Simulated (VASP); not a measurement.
# PbO2 (Pnnm) in VASP: relaxation of cell and atoms with LDA

Aim: the relaxation of cell and atoms of PbO2 with LDA.

All numbers are computed with VASP 6.6.1; they aren't measurements. Logs are shortened: lines on timing, memory, paths and dates and some standing lists are left out, and cuts for length are marked.

## Step 1: The cell of the first run

The typed cell holds 6 atoms: a = 4.935 Å, b = 4.937 Å, c = 3.389 Å, α = 90.00°, β = 90.00°, γ = 90.00°.

## Step 2: Relaxation of cell and atoms, LDA

INCAR reads:

```
SYSTEM = PbO2
ALGO = Normal
EDIFF = 1E-7
EDIFFG = -0.01
ENCUT = 600
GGA_COMPAT = .FALSE.
IBRION = 2
ISIF = 3
ISMEAR = 0
LASPH = .TRUE.
LCHARG = .FALSE.
LREAL = .FALSE.
LWAVE = .FALSE.
NELM = 120
NELMIN = 4
NSW = 80
PREC = Accurate
SIGMA = 0.01
```

KPOINTS reads:

```
k-points
0
G
  8 8 10
  0 0 0
```

POSCAR reads:

```
PbO2
1.0
    4.9345698160      0.0000000000      0.0000000000
    0.0000000000      4.9366452727      0.0000000000
    0.0000000000      0.0000000000      3.3893869458
Pb O
2 4
Direct
    0.5000000000      0.5000000000      0.5000000000
    0.0000000000      0.0000000000      0.0000000000
    0.3069575354      0.3078986892      0.0000000000
    0.8069575354      0.1921013108      0.5000000000
    0.1930424646      0.8078986892      0.5000000000
    0.6930424646      0.6921013108      0.0000000000
```

Potentials or basis: VASP PAW LDA potentials, release 64 (Pb_d, O).

The run is started by

```bash
cat potpaw_LDA.64/Pb_d/POTCAR potpaw_LDA.64/O/POTCAR > POTCAR
mpirun -np 1 vasp_std > vasp.out
```

OUTCAR:

```text
SYSTEM = PbO2
   EDIFF = 1E-7
   EDIFFG = -0.01
   ENCUT = 600
   IBRION = 2
   ISIF = 3
   ISMEAR = 0
   LASPH = .TRUE.
   LREAL = .FALSE.
   NELM = 120
   NELMIN = 4
   NSW = 80
   PREC = Accurate

 ion  position               nearest neighbor table
   1  0.500  0.500  0.500-   4 2.15   5 2.15   3 2.16   6 2.16   3 2.16   6 2.16   2 3.88   2 3.88
                             2 3.88   2 3.88   2 3.88   2 3.88   2 3.88   2 3.88
   2  0.000  0.000  0.000-   3 2.15   6 2.15   5 2.16   4 2.16   4 2.16   5 2.16   1 3.88   1 3.88
                             1 3.88   1 3.88   1 3.88   1 3.88   1 3.88   1 3.88
   3  0.307  0.308  0.000-   2 2.15   1 2.16   1 2.16
   4  0.807  0.192  0.500-   1 2.15   2 2.16   2 2.16
   5  0.193  0.808  0.500-   1 2.15   2 2.16   2 2.16
   6  0.693  0.692  0.000-   2 2.15   1 2.16   1 2.16

  LATTYP: Found a simple orthorhombic cell.
 ALAT       =     3.3893869458
 B/A-ratio  =     1.4558886002
 C/A-ratio  =     1.4565009400

  Lattice vectors:

 A1 = (   0.0000000000,   0.0000000000,   3.3893869458)
 A2 = (   4.9345698160,   0.0000000000,   0.0000000000)
 A3 = (   0.0000000000,   4.9366452727,   0.0000000000)

Analysis of symmetry for initial positions (statically):
=====================================================================
 Subroutine PRICEL returns:
 Original cell was already a primitive cell.

 Routine SETGRP: Setting up the symmetry group for a
 simple orthorhombic supercell.

 Subroutine GETGRP returns: Found  8 space group operations
 (whereof  4 operations were pure point group operations)
 out of a pool of  8 trial point group operations.

The static configuration has the point symmetry C_2h.
 The point group associated with its full space group is D_2h.

Analysis of symmetry for dynamics (positions and initial velocities):
=====================================================================
 Subroutine PRICEL returns:
 Original cell was already a primitive cell.

 Routine SETGRP: Setting up the symmetry group for a
 simple orthorhombic supercell.

 Subroutine GETGRP returns: Found  8 space group operations
 (whereof  4 operations were pure point group operations)
 out of a pool of  8 trial point group operations.

The dynamic configuration has the point symmetry C_2h.
 The point group associated with its full space group is D_2h.

 Subroutine INISYM returns: Found  8 space group operations
 (whereof  4 operations are pure point group operations),
 and found     1 'primitive' translations

----------------------------------------------------------------------------------------

                                     Primitive cell

  volume of cell :      82.5662

  direct lattice vectors                    reciprocal lattice vectors
     4.934569816  0.000000000  0.000000000     0.202651910  0.000000000  0.000000000
     0.000000000  4.936645273  0.000000000     0.000000000  0.202566712  0.000000000
     0.000000000  0.000000000  3.389386946     0.000000000  0.000000000  0.295038606

  length of vectors
     4.934569816  4.936645273  3.389386946     0.202651910  0.202566712  0.295038606

  position of ions in fractional coordinates (direct lattice)
     0.500000000  0.500000000  0.500000000
     0.000000000  0.000000000  0.000000000
     0.306957535  0.307898689  0.000000000
     0.806957535  0.192101311  0.500000000
     0.193042465  0.807898689  0.500000000
     0.693042465  0.692101311  0.000000000

  ion indices of the primitive-cell ions
   primitive index   ion index
                 1           1
                 2           2
                 3           3
                 4           4
                 5           5
                 6           6

----------------------------------------------------------------------------------------

 KPOINTS: k-points

Automatic generation of k-mesh.
 Grid dimensions read from file:
 generate k-points for:    8    8   10

 Generating k-lattice:

  Cartesian coordinates                     Fractional coordinates (reciprocal lattice)
     0.025331489  0.000000000  0.000000000     0.125000000  0.000000000  0.000000000
     0.000000000  0.025320839  0.000000000     0.000000000  0.125000000  0.000000000
     0.000000000  0.000000000  0.029503861     0.000000000  0.000000000  0.100000000

  Length of vectors
     0.025331489  0.025320839  0.029503861

  Shift w.r.t. Gamma in fractional coordinates (k-lattice)
     0.000000000  0.000000000  0.000000000

 Subroutine IBZKPT returns following result:
 ===========================================

 Found    150 irreducible k-points:

 Following reciprocal coordinates:
            Coordinates               Weight
  0.000000  0.000000  0.000000      1.000000
  0.125000  0.000000  0.000000      2.000000
  0.250000  0.000000  0.000000      2.000000
  0.375000  0.000000  0.000000      2.000000
  0.500000  0.000000  0.000000      1.000000
  0.000000  0.125000  0.000000      2.000000
[... 16 lines left out ...]
  0.250000  0.500000  0.000000      2.000000
  0.375000  0.500000  0.000000      2.000000
 [... further k-points ...]
   k-points           NKPTS =    150   k-points in BZ     NKDIM =    150   number of bands    NBANDS=     31
   number of dos      NEDOS =    301   number of ions     NIONS =      6
   total plane-waves  NPLWV =  44800
   dimension x,y,z NGX =    40 NGY =   40 NGZ =   28
   dimension x,y,z NGXF=    80 NGYF=   80 NGZF=   56
   ions per type =               2   4
   NGX,Y,Z   is equivalent  to a cutoff of  13.48, 13.47, 13.73 a.u.
   NGXF,Y,Z  is equivalent  to a cutoff of  26.95, 26.94, 27.47 a.u.
 SYSTEM =  PbO2
   PREC   = accura    normal or accurate (medium, high low for compatibility)
   ISTART =      0    job   : 0-new  1-cont  2-samecut
   ICHARG =      2    charge: 1-file 2-atom 10-const
   ISPIN  =      1    spin polarized calculation?
   LNONCOLLINEAR =      F non collinear calculations
   LSORBIT =      F    spin-orbit coupling
   LASPH  =      T    aspherical Exc in radial PAW
   ENCUT  =  600.0 eV  44.10 Ry    6.64 a.u.   9.86  9.86  6.77*2*pi/ulx,y,z
   NELM   =    120;   NELMIN=  4; NELMDL= -5     # of ELM steps
   EDIFF  = 0.1E-06   stopping-criterion for ELM
   LREAL  =      F    real-space projection
   EDIFFG = -.1E-01   stopping-criterion for IOM
   NSW    =     80    number of steps for IOM
   IBRION =      2    ionic relax: 0-MD 1-quasi-New 2-CG
   NFREE  =      1    steps in history (QN), initial steepest desc. (CG)
   ISIF   =      3    stress and relaxation
   ISYM   =      2    0-nonsym 1-usesym 2-fastsym
   POTIM  = 0.5000    time-step for ionic-motion
   TEBEG  =    0.0;   TEEND  =   0.0 temperature during run
   PSTRESS=    0.0 pullay stress
   NELECT =      52.0000    total number of electrons
   NUPDOWN=      -1.0000    fix difference up-down
   EMIN   =  10.00;   EMAX   =-10.00  energy-range for DOS
   EFERMI =   0.00;   METHOD = LEGACY
   ISMEAR =     0;   SIGMA  =   0.01  broadening in eV -4-tet -1-fermi 0-gaus
   EFERMI_NEDOS =   21; number of points for ismear=-14 and -15
   IALGO  =     38    algorithm
   IMIX   =      4    mixing-type and parameters
     AMIX     =   0.40;   BMIX     =  1.00
     AMIX_MAG =   1.60;   BMIX_MAG =  1.00
  volume/ion in A,a.u.               =      13.76        92.86
  Fermi-wavevector in a.u.,A,eV,Ry     =   1.403272  2.651799 26.792211  1.969172
  Thomas-Fermi vector in A             =   2.525950
   LORBIT       =      0    0 simple, 1 ext, 2 COOP (PROOUT), +10 PAW based schemes
   GGA     = CA    functional components
   LHFCALC =     F    Hartree Fock is set to
   AEXX    =    0.0000 exact exchange contribution
   IVDW    =     0    specifies the selected vdW correction
   LEPSILON=     F    determine dielectric tensor
   LRPA    =     F    only Hartree local field effects (RPA)
 conjugate gradient relaxation of ions
 non-spin polarized calculation
 Gauss-broadening in eV      SIGMA  =   0.01
  energy-cutoff  :      600.00
  volume of cell :       82.57
 maximum number of plane-waves:      2794
 NGX is ok and might be reduce to    40
   NGX = 19   NGY = 19   NGZ = 13

--------------------------------------- Ionic step        1  -------------------------------------------

 number of electron      52.0000009 magnetization

 Free energy of the ion-electron system (eV)
  ---------------------------------------------------
  ext. energy  EPLUGINS =         0.00000000
  ---------------------------------------------------
  free energy    TOTEN  =       -36.65883325 eV

  energy without entropy =      -36.65880006  energy(sigma->0) =      -36.65881665

------------------------ aborting loop because EDIFF is reached ----------------------------------------

  FORCE on cell =-STRESS in cart. coord.  units (eV):
  Direction    XX          YY          ZZ          XY          YZ          ZX
  --------------------------------------------------------------------------------------
  -------------------------------------------------------------------------------------
  Total        0.1787942      0.1774263      0.2966042      0.0000000      0.0000000      0.0000000
  in kB        3.4694585      3.4429141      5.7555334      0.0000000      0.0000000      0.0000000
  external PRESSURE =       4.2226353 kB  Pullay stress =       0.0000000 kB
[... 65 lines left out ...]
  energy  without entropy=      -36.6587921062  energy(sigma->0) =      -36.65881132

--------------------------------------- Ionic step        3  -------------------------------------------

 number of electron      52.0000008 magnetization

 Free energy of the ion-electron system (eV)
  ---------------------------------------------------
  ext. energy  EPLUGINS =         0.00000000
  ---------------------------------------------------
  free energy    TOTEN  =       -36.65915180 eV

  energy without entropy =      -36.65911735  energy(sigma->0) =      -36.65913458

 E-fermi :   4.2275     XC(G=0): -11.2976

 val. band max:        4.2234285958   @ k =   0.0000   0.0000   0.1000
 cond. band min:       4.2340813573   @ k =   0.1250   0.0000   0.0000
 fundamental gap:      0.0106527615
 Fermi energy:         4.2275071824

 k-point     1 :       0.0000    0.0000    0.0000
  band No.  band energies     occupation
      1     -14.0176      2.00000
      2     -13.8982      2.00000
      3     -12.0583      2.00000
      4     -12.0570      2.00000
      5     -11.3358      2.00000
      6     -11.1019      2.00000
[... 805 lines left out ...]
     30      10.8609      0.00000
     31      14.2563      0.00000

 [... further k-points ...]

------------------------ aborting loop because EDIFF is reached ----------------------------------------

  FORCE on cell =-STRESS in cart. coord.  units (eV):
  Direction    XX          YY          ZZ          XY          YZ          ZX
  --------------------------------------------------------------------------------------
  -------------------------------------------------------------------------------------
  Total       -0.0102211     -0.0109475      0.0077753      0.0000000      0.0000000      0.0000000
  in kB       -0.1978199     -0.2118784      0.1504839      0.0000000      0.0000000      0.0000000
  external PRESSURE =      -0.0864048 kB  Pullay stress =       0.0000000 kB
[... 21 lines left out ...]
  FREE ENERGIE OF THE ION-ELECTRON SYSTEM (eV)
  ---------------------------------------------------
  free  energy   TOTEN  =       -36.6591518043 eV

  energy  without entropy=      -36.6591173485  energy(sigma->0) =      -36.65913458

 reached required accuracy - stopping structural energy minimisation
```

Wall time 14 min (1 thread of Oxide Virtual Turin-like, shared host); peak memory 0.42 GiB.

Results:

```yaml
Free_energy: -36.6592 eV
Relaxed_volume: 13.80 Å³/atom
Relaxed_cell: a = 4.938 Å, b = 4.940 Å, c = 3.393 Å, α = 90.00°, β = 90.00°, γ = 90.00°
Space_group_after_relaxing_to_0.1_Å: P4_2/mnm (No. 136)
Energy_gained_by_relaxing: 0.1 meV/atom
Ionic_steps: 3
Pressure_after_relaxing: 0.0 GPa
Largest_force_after_relaxing: 0.003 eV/Å
Band_gap_on_the_k_mesh: 0.01 eV (least direct gap 0.03 eV)
```

Forces in eV/Å, atoms in the order of the input:
```
Pb   0.000  0.000  0.000
Pb   0.000  0.000  0.000
O   -0.003 -0.002  0.000
O   -0.003  0.002  0.000
O    0.003 -0.002  0.000
O    0.003  0.002  0.000
```

The path:
```
step  energy change (eV)  largest force (eV/Å)  pressure (GPa)  volume (Å³)
   1              0.0000                0.0175            0.42        82.57
   2              0.0000                0.0104           -0.44        83.00
   3             -0.0003                0.0034           -0.01        82.78
```

Final structure:
```xyz
6
Lattice="4.9381 0.0000 0.0000 0.0000 4.9402 0.0000 0.0000 0.0000 3.3934" Properties=species:S:1:pos:R:3 pbc="T T T"
Pb    2.4691    2.4701    1.6967
Pb    0.0000    0.0000    0.0000
O     1.5155    1.5208    0.0000
O     3.9845    0.9493    1.6967
O     0.9536    3.9909    1.6967
O     3.4226    3.4194    0.0000
```

Levels at points of the mesh, in eV from the valence-band top:
```
           k point  band 22  band 23  band 24  band 25  band 26  band 27  band 28  band 29  band 30  band 31
(0.00, 0.00, 0.00)    -0.65    -0.65    -0.65    -0.63    -0.63     0.07     4.31     5.71     5.72     9.43
(0.50, 0.00, 0.00)    -1.39    -0.68    -0.68    -0.41    -0.41     2.54     2.54     6.31     6.31     9.82
(0.00, 0.50, 0.00)    -1.40    -0.68    -0.68    -0.41    -0.41     2.55     2.55     6.33     6.33     9.81
(0.50, 0.50, 0.00)    -1.69    -0.69    -0.69    -0.51    -0.51     2.94     2.94     6.68     6.68    10.12
(0.00, 0.00, 0.50)    -2.10    -1.21    -1.21    -0.83    -0.83     3.86     3.86     8.82     8.82     9.52
(0.50, 0.00, 0.50)    -1.14    -0.84    -0.84    -0.19    -0.19     4.20     4.20     7.31     7.31     9.84
(0.00, 0.50, 0.50)    -1.13    -0.85    -0.85    -0.19    -0.19     4.19     4.19     7.31     7.31     9.85
(0.50, 0.50, 0.50)    -1.87    -0.72    -0.72    -0.56    -0.56     2.90     2.90     8.17     8.17     9.74
```

Caveat: spin-orbit coupling is left out, which moves the levels of the heavy elements. A k mesh can miss the band edges.
